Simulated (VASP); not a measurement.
Set up this calculation in VASP 6.6.1, as the native input.

```
Task                   : single point
Functional             : PBE
Potentials or basis    : VASP PAW PBE potentials, release 64 (Li_sv, F)
Cutoff                 : 520 eV
k mesh                 : 10 × 10 × 10
Occupations            : gaussian, width 0.05 eV
Spin                   : no spin polarisation
Dipole correction      : no
Further INCAR settings : ALGO = Normal; EDIFF = 1e-07; NBANDS = 12
```

The structure of LiF lies in POSCAR:

```
LiF
1.0
    0.0000000000      2.0140000000      2.0140000000
    1.7874250000      0.0000000000      2.0140000000
    1.7874250000      2.0140000000      0.0000000000
Li F
1 1
Direct
    0.0000000000      0.0000000000      0.0000000000
    0.5000000000      0.5000000000      0.5000000000
```

This cell differs from its parent crystal: strain -0.1125 x Voigt [1, 0, 0, 0, 0, 0].

One way to write it, as run:

INCAR

```
PREC = Accurate
ENCUT = 520
EDIFF = 1E-7
ISMEAR = 0
SIGMA = 0.05
LREAL = False
LASPH = True
NELM = 80
ALGO = Normal
ISIF = 2
LWAVE = False
LCHARG = True
GGA = PE
LELF = True
LVHAR = True
NBANDS = 12
```

KPOINTS

```
regular mesh
0
Gamma
  10 10 10
```

Potentials or basis: VASP PAW PBE potentials, release 64 (Li_sv, F).

Command:

```console
$ cat potpaw_PBE.64/Li_sv/POTCAR potpaw_PBE.64/F/POTCAR > POTCAR
$ mpirun -np 1 vasp_std > vasp.out
```

It gave:

The band gap on the k mesh is 10.03 eV, direct.

Caveat: the cell differs from its parent crystal (strain -0.1125 x Voigt [1, 0, 0, 0, 0, 0]).

It took 9.2 s on 1 thread of Intel(R) Xeon(R) Platinum 8488C (Sapphire Rapids), on a shared host, peak memory 0.13 GiB.
